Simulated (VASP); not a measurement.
# C: single point with LDA

The system is C.

```xyz
2
Lattice="0.0000 2.1802 3.2590 1.2595 0.0000 3.2590 1.2595 2.1802 0.0000" Properties=species:S:1:pos:R:3 pbc="T T T"
C     1.2595    0.7269    3.2590
C     1.2595    3.6334    3.2590
```

This cell differs from its parent crystal: strain +0.030 along x and y, -0.030 along z.

| Item | Value |
| --- | --- |
| Program | VASP 6.6.1 |
| Task | single point |
| Functional | LDA |
| Potentials or basis | VASP PAW LDA potentials, release 64 (C) |
| Cutoff | 520 eV |
| k mesh | 16 × 16 × 16 |
| Occupations | gaussian, width 0.03 eV |
| Spin | no spin polarisation |
| Dipole correction | no |
| Further INCAR settings | ALGO = Normal; EDIFF = 1e-06; NBANDS = 11 |

The pressure is -22.0 GPa. The largest force is 0.032 eV/Å and the band gap on the k mesh is zero (bands 4 and 5 overlap by 0.11 eV).

Forces on the atoms (eV/Å):
```
C    0.000 -0.032  0.000
C    0.000  0.032  0.000
```

Stress tensor (GPa, compression positive):
```
-33.23   0.00   0.00
  0.00 -33.97   0.00
  0.00   0.00   1.16
```

Levels at points of the mesh, in eV from the Fermi level:
```
           k point  band 2  band 3  band 4  band 5  band 6  band 7
(0.00, 0.00, 0.00)   -5.77   -2.89   -2.86    4.54    7.99    8.09
(0.50, 0.00, 0.00)  -12.59   -6.06   -2.12    1.67    6.99   12.28
(0.50, 0.50, 0.00)   -8.20   -2.92   -2.87    7.94    8.04   10.84
(0.50, 0.00, 0.50)  -12.71   -6.03   -1.14    2.67    7.24   11.08
(0.00, 0.50, 0.50)  -12.46   -6.11   -2.95    0.87    6.72   13.44
```

Wall time 50 s on 1 thread of Intel(R) Xeon(R) 6975P-C (Granite Rapids), on a shared host, peak memory 0.2 GiB.

Caveat: the cell differs from its parent crystal (strain +0.030 along x and y, -0.030 along z); the cell stands under tension.
